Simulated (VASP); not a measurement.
# Re (P6_3/mmc) in VASP: notebook, part 2 of 2

VASP 6.6.1.

## 4. Single point, BLYP

File INCAR:

```
SYSTEM = Re
AGGAC = 1.0
AGGAX = 1.0
ALDAC = 0.0
ALDAX = 1.0
ALGO = Fast
EDIFF = 1E-6
ENCUT = 520
GGA = B5
ISIF = 2
ISMEAR = -1
LASPH = .True.
LCHARG = .False.
LREAL = .False.
LWAVE = .False.
NBANDS = 14
NELM = 80
PREC = Accurate
SIGMA = 0.05
```

File KPOINTS:

```
k-points
0
Gamma
  6 6 4
  0 0 0
```

File POSCAR:

```
Re
1.0
    2.7608000000      0.0000000000      0.0000000000
   -1.3804000000      2.3909229348      0.0000000000
    0.0000000000      0.0000000000      4.4582000000
Re
2
Direct
    0.6666666667      0.3333333333      0.7500000000
    0.3333333333      0.6666666667      0.2500000000
```

Potentials or basis: VASP PAW PBE potentials, release 64 (Re).

Command:

```
$ cat potpaw_PBE.64/Re/POTCAR > POTCAR
$ mpirun -np 1 vasp_std > vasp.out
```

OUTCAR:

```text
SYSTEM = Re
   EDIFF = 1E-6
   ENCUT = 520
   GGA = B5
   ISIF = 2
   ISMEAR = -1
   LASPH = .True.
   LREAL = .False.
   NELM = 80
   PREC = Accurate

 ion  position               nearest neighbor table
   1  0.667  0.333  0.750-   2 2.74   2 2.74   2 2.74   2 2.74   2 2.74   2 2.74
   2  0.333  0.667  0.250-   1 2.74   1 2.74   1 2.74   1 2.74   1 2.74   1 2.74

  LATTYP: Found a hexagonal cell.
 ALAT       =     2.7608000000
 C/A-ratio  =     1.6148217908

  Lattice vectors:

 A1 = (   2.7608000000,   0.0000000000,   0.0000000000)
 A2 = (  -1.3804000000,   2.3909229348,   0.0000000000)
 A3 = (   0.0000000000,   0.0000000000,   4.4582000000)

Analysis of symmetry for initial positions (statically):
=====================================================================
 Subroutine PRICEL returns:
 Original cell was already a primitive cell.

 Routine SETGRP: Setting up the symmetry group for a
 hexagonal supercell.

 Subroutine GETGRP returns: Found 24 space group operations
 (whereof 12 operations were pure point group operations)
 out of a pool of 24 trial point group operations.

The static configuration has the point symmetry D_3d.
 The point group associated with its full space group is D_6h.

Analysis of symmetry for dynamics (positions and initial velocities):
=====================================================================
 Subroutine PRICEL returns:
 Original cell was already a primitive cell.

 Routine SETGRP: Setting up the symmetry group for a
 hexagonal supercell.

 Subroutine GETGRP returns: Found 24 space group operations
 (whereof 12 operations were pure point group operations)
 out of a pool of 24 trial point group operations.

The dynamic configuration has the point symmetry D_3d.
 The point group associated with its full space group is D_6h.

 Subroutine INISYM returns: Found 24 space group operations
 (whereof 12 operations are pure point group operations),
 and found     1 'primitive' translations

[... 120 lines left out ...]
   LRPA    =     F    only Hartree local field effects (RPA)
 non-spin polarized calculation
 RMM-DIIS sequential band-by-band and
  energy-cutoff  :      520.00
  volume of cell :       29.43
 maximum number of plane-waves:       808
 NGX is ok and might be reduce to    24
   NGX = 11   NGY = 11   NGZ = 17

 number of electron      14.0000000 magnetization

 Free energy of the ion-electron system (eV)
  ---------------------------------------------------
  ext. energy  EPLUGINS =         0.00000000
  ---------------------------------------------------
  free energy    TOTEN  =       -21.42153577 eV

  energy without entropy =      -21.41141313  energy(sigma->0) =      -21.41647445

 E-fermi :   8.4313     XC(G=0): -13.0324

 val. band max:        8.3755134379   @ k =   0.1667   0.1667   0.5000
 cond. band min:       8.4426938753   @ k =   0.3333   0.3333   0.0000
 fundamental gap:      0.0671804374
 Fermi energy:         8.4313418833

 k-point     1 :       0.0000    0.0000    0.0000
  band No.  band energies     occupation
      1      -1.1822      2.00000
      2       1.9211      2.00000
      3       6.8474      2.00000
      4       6.8641      2.00000
      5       6.8641      2.00000
      6       7.6864      2.00000
      7       7.6864      2.00000
      8       8.6038      0.06163
      9       8.6038      0.06163
     10       9.4222      0.00000
     11      11.7885      0.00000
     12      11.7885      0.00000
     13      18.5216      0.00000
     14      22.9586      0.00000
[... 326 lines left out ...]
      1       3.9507      2.00000
      2       3.9507      2.00000
      3       4.8527      2.00000
      4       4.8527      2.00000
      5       6.4229      2.00000
      6       6.4229      2.00000
      7       8.5119      0.33313
      8       8.5119      0.33313
      9      11.7910      0.00000
     10      11.7910      0.00000
     11      18.1623      0.00000
     12      18.1623      0.00000
     13      18.9665      0.00000
     14      18.9666      0.00000

------------------------ aborting loop because EDIFF is reached ----------------------------------------

  FORCE on cell =-STRESS in cart. coord.  units (eV):
  Direction    XX          YY          ZZ          XY          YZ          ZX
  --------------------------------------------------------------------------------------
  -------------------------------------------------------------------------------------
  Total        4.1105061      4.1105061      4.4158409      0.0000000     -0.0000000      0.0000000
  in kB      223.7926436    223.7926437    240.4163110      0.0000000     -0.0000000      0.0000000
  external PRESSURE =     229.3338661 kB  Pullay stress =       0.0000000 kB

 VOLUME and BASIS-vectors are now :
 -----------------------------------------------------------------------------
  energy-cutoff  :      520.00
  volume of cell :       29.43
      direct lattice vectors                 reciprocal lattice vectors
     2.760800000  0.000000000  0.000000000     0.362213851  0.209124264  0.000000000
    -1.380400000  2.390922935  0.000000000     0.000000000  0.418248529  0.000000000
     0.000000000  0.000000000  4.458200000     0.000000000  0.000000000  0.224305774

 POSITION                                       TOTAL-FORCE (eV/Angst)
 -----------------------------------------------------------------------------------
      1.38040      0.79697      3.34365        -0.000000     -0.000000      0.000000
     -0.00000      1.59395      1.11455         0.000000      0.000000      0.000000
 -----------------------------------------------------------------------------------
    total drift:                               -0.000000      0.000000     -0.000000

  FREE ENERGIE OF THE ION-ELECTRON SYSTEM (eV)
  ---------------------------------------------------
  free  energy   TOTEN  =       -21.4215357744 eV

  energy  without entropy=      -21.4114131344  energy(sigma->0) =      -21.41647445
```

OSZICAR:

```text
N       E                     dE             d eps       ncg     rms          rms(c)
DAV:   1     0.259500899053E+02    0.25950E+02   -0.69422E+03  1176   0.126E+03
DAV:   2    -0.215408975478E+02   -0.47491E+02   -0.41183E+02   950   0.285E+02
DAV:   3    -0.226407689935E+02   -0.10999E+01   -0.10697E+01   928   0.461E+01
DAV:   4    -0.226538262093E+02   -0.13057E-01   -0.13048E-01   898   0.345E+00
DAV:   5    -0.226540890846E+02   -0.26288E-03   -0.26284E-03   904   0.821E-01    0.524E+01
RMM:   6    -0.216999161124E+02    0.95417E+00   -0.17181E-01   617   0.208E+01    0.213E+01
RMM:   7    -0.214284126416E+02    0.27150E+00   -0.20404E+00   886   0.214E+01    0.802E-01
RMM:   8    -0.214250435003E+02    0.33691E-02   -0.64629E-02   877   0.310E+00    0.858E-01
RMM:   9    -0.214220109639E+02    0.30325E-02   -0.82245E-03   914   0.735E-01    0.127E-01
RMM:  10    -0.214215093970E+02    0.50157E-03   -0.58069E-04   737   0.777E-01    0.710E-02
RMM:  11    -0.214215330717E+02   -0.23675E-04   -0.95707E-04   907   0.258E-01    0.170E-02
RMM:  12    -0.214215357382E+02   -0.26665E-05   -0.56703E-05   850   0.533E-02    0.865E-03
RMM:  13    -0.214215357744E+02   -0.36200E-07   -0.45022E-06   601   0.484E-02
   1 F= -.21421536E+02 E0= -.21416474E+02  d E =-.101226E-01
```

stdout:

```text
POSCAR found type information on POSCAR Re
 POSCAR found :  1 types and       2 ions
 scaLAPACK will be used
 -----------------------------------------------------------------------------
|                                                                             |
|                                                                             |
|     You enforced a specific xc type in the INCAR file but a different       |
|     I HOPE YOU KNOW WHAT YOU ARE DOING!                                     |
|                                                                             |
 -----------------------------------------------------------------------------

 LDA part: xc-table for (Slater(with rela. corr.)+VWN5), standard interpolation
 POSCAR, INCAR and KPOINTS ok, starting setup
 FFT: planning ... GRIDC
 FFT: planning ... GRID_SOFT
 FFT: planning ... GRID
 WAVECAR not read
 entering main loop
```

Run time: 17 s. Hardware: 1 thread of Intel Xeon 6975P-C, shared host; peak memory 0.15 GiB.

Results:

```yaml
Free_energy: -21.4215 eV
Pressure: 22.9 GPa
Band_gap_on_the_k_mesh: zero (band 7 reaches 9.79 eV, above the bottom of band 8 at 6.73 eV)
```

Levels at points of the mesh, in eV from the Fermi level:
| k point | band 5 | band 6 | band 7 | band 8 | band 9 | band 10 |
| --- | --- | --- | --- | --- | --- | --- |
| (0.00, 0.00, 0.00) | -1.57 | -0.74 | -0.74 | 0.17 | 0.17 | 0.99 |
| (0.50, 0.00, 0.00) | -1.49 | -1.30 | -0.56 | 3.95 | 4.35 | 4.48 |
| (0.00, 0.00, 0.50) | -1.70 | -1.70 | -1.70 | -1.70 | 2.53 | 2.53 |
| (0.50, 0.00, 0.50) | 0.40 | 0.40 | 1.18 | 1.18 | 4.26 | 4.26 |

Caveat: the k points lie up to 0.44 Å⁻¹ apart; the PAW data sets were made with another functional, which shifts forces and pressure a little; spin-orbit coupling is left out, which moves the levels of the heavy elements.

## 5. Single point, r2SCAN

POSCAR is that of step 4.

File INCAR.step1:

```
SYSTEM = Re
ALGO = Normal
EDIFF = 1E-4
ENCUT = 520
GGA = PE
ISMEAR = -1
LASPH = .TRUE.
LCHARG = .FALSE.
LREAL = .FALSE.
LWAVE = .TRUE.
NBANDS = 14
NELM = 60
PREC = Accurate
SIGMA = 0.05
```

File INCAR.step2:

```
SYSTEM = Re
ALGO = Normal
EDIFF = 1E-7
ENCUT = 520
ISIF = 2
ISMEAR = -1
ISTART = 1
LASPH = .TRUE.
LCHARG = .TRUE.
LELF = .TRUE.
LMIXTAU = .TRUE.
LREAL = .FALSE.
LVHAR = .TRUE.
LWAVE = .FALSE.
METAGGA = R2SCAN
NBANDS = 14
NELM = 60
PREC = Accurate
SIGMA = 0.05
```

File KPOINTS:

```
k-points
0
G
  6 6 4
  0 0 0
```

Command:

```
$ cat potpaw_PBE.64/Re/POTCAR > POTCAR
$ cp INCAR.step1 INCAR
$ mpirun -np 1 vasp_std > vasp.out
$ cp INCAR.step2 INCAR
$ mpirun -np 1 vasp_std > vasp.out
```

Run time: 39 s. Hardware: 1 thread of Intel Xeon 6975P-C, shared host; peak memory 0.16 GiB.

Results (log left out):

| Property | Result |
| --- | --- |
| Free energy | -104.9205 eV |
| Pressure | 0.0 GPa |
| Band gap on the k mesh | zero (band 7 reaches 8.75 eV, above the bottom of band 8 at 5.93 eV) |

Stress tensor (GPa, compression positive):
```
-0.75  0.00  0.00
 0.00 -0.75  0.00
 0.00  0.00  1.41
```

Levels at points of the mesh, in eV from the Fermi level:
```
           k point  band 5  band 6  band 7  band 8  band 9  band 10
(0.00, 0.00, 0.00)   -1.60   -0.74   -0.74    0.24    0.24     0.56
(0.50, 0.00, 0.00)   -1.86   -1.43   -0.62    4.14    4.56     4.68
(0.00, 0.00, 0.50)   -1.74   -1.74   -1.74   -1.74    2.68     2.68
(0.50, 0.00, 0.50)    0.45    0.45    0.92    0.92    4.46     4.46
```

Caveat: the k points lie up to 0.44 Å⁻¹ apart; the PAW data sets were made with another functional, which shifts forces and pressure a little; spin-orbit coupling is left out, which moves the levels of the heavy elements.

## 6. Single point, PBE

This run uses another cell than the first one, of 13.93 Å³/atom, 0.947 times its volume.

File INCAR:

```
SYSTEM = Re
  PREC = Accurate
  ENCUT = 520
  EDIFF = 1E-6
  ISMEAR = -1
  SIGMA = 0.05
  LREAL = .FALSE.
  LASPH = .TRUE.
  NELM = 60
  ALGO = Normal
  ISIF = 2
  LWAVE = .FALSE.
  LCHARG = .TRUE.
  GGA = PE
  LELF = .TRUE.
  LVHAR = .TRUE.
  NBANDS = 14
```

File KPOINTS:

```
Automatic mesh
0
G
  11 11 6
  0 0 0
```

File POSCAR:

```
Re
1.0
    2.7099688924      0.0000000000      0.0000000000
   -1.3549844462      2.3469019043      0.0000000000
    0.0000000000      0.0000000000      4.3803601223
Re
2
Direct
    0.6666666667      0.3333333333      0.7500000000
    0.3333333333      0.6666666667      0.2500000000
```

Potentials or basis: VASP PAW PBE potentials, release 64 (Re).

Command:

```
$ cat potpaw_PBE.64/Re/POTCAR > POTCAR
$ mpirun -np 1 vasp_std > vasp.out
```

Run time: 17 s. Hardware: 1 thread of Intel Xeon 6975P-C, shared host; peak memory 0.15 GiB.

It converged, with:

```yaml
Free_energy: -24.6761 eV
Pressure: 30.1 GPa
Band_gap_on_the_k_mesh: zero (band 7 reaches 10.10 eV, above the bottom of band 8 at 6.72 eV)
```

Stress tensor (GPa, compression positive):
```
30.13  0.00  0.00
 0.00 30.13  0.00
 0.00  0.00 29.96
```

Levels at points of the mesh, in eV from the Fermi level:
| k point | band 4 | band 5 | band 6 | band 7 | band 8 | band 9 | band 10 | band 11 |
| --- | --- | --- | --- | --- | --- | --- | --- | --- |
| (0.00, 0.00, 0.00) | -1.75 | -1.75 | -0.84 | -0.84 | 0.18 | 0.18 | 0.72 | 3.60 |
| (0.00, 0.00, 0.50) | -2.57 | -1.88 | -1.88 | -1.88 | -1.88 | 2.74 | 2.74 | 2.74 |

Caveat: spin-orbit coupling is left out, which moves the levels of the heavy elements.

## 7. The runs side by side

| level | cell | k mesh | gap on the mesh (eV) | pressure (GPa) |
| --- | --- | --- | --- | --- |
| RPBE | a = 2.761, b = 2.761, c = 4.458 Å, angles 90.0, 90.0, 120.0°, 2 atoms | 6 × 6 × 4 | none | 9.8 |
| revPBE | a = 2.761, b = 2.761, c = 4.458 Å, angles 90.0, 90.0, 120.0°, 2 atoms | 6 × 6 × 4 | none | 8.7 |
| BLYP | a = 2.761, b = 2.761, c = 4.458 Å, angles 90.0, 90.0, 120.0°, 2 atoms | 6 × 6 × 4 | none | 22.9 |
| r2SCAN | a = 2.761, b = 2.761, c = 4.458 Å, angles 90.0, 90.0, 120.0°, 2 atoms | 6 × 6 × 4 | none | 0.0 |
| PBE | a = 2.710, b = 2.710, c = 4.380 Å, angles 90.0, 90.0, 120.0°, 2 atoms | 11 × 11 × 6 | none | 30.1 |

Alike in all rows: task single point; potentials or basis VASP PAW PBE potentials, release 64 (Re); no spin polarisation; cutoff (eV) 520; smearing fermi-dirac 0.05 eV.

Caveats: some runs use coarse meshes; spin-orbit coupling is left out, which moves the levels of the heavy elements; the PAW data sets were made with another functional, which shifts forces and pressure a little (some runs).

Total energies depend on the potentials used, so only differences within one code and one set of settings carry meaning.
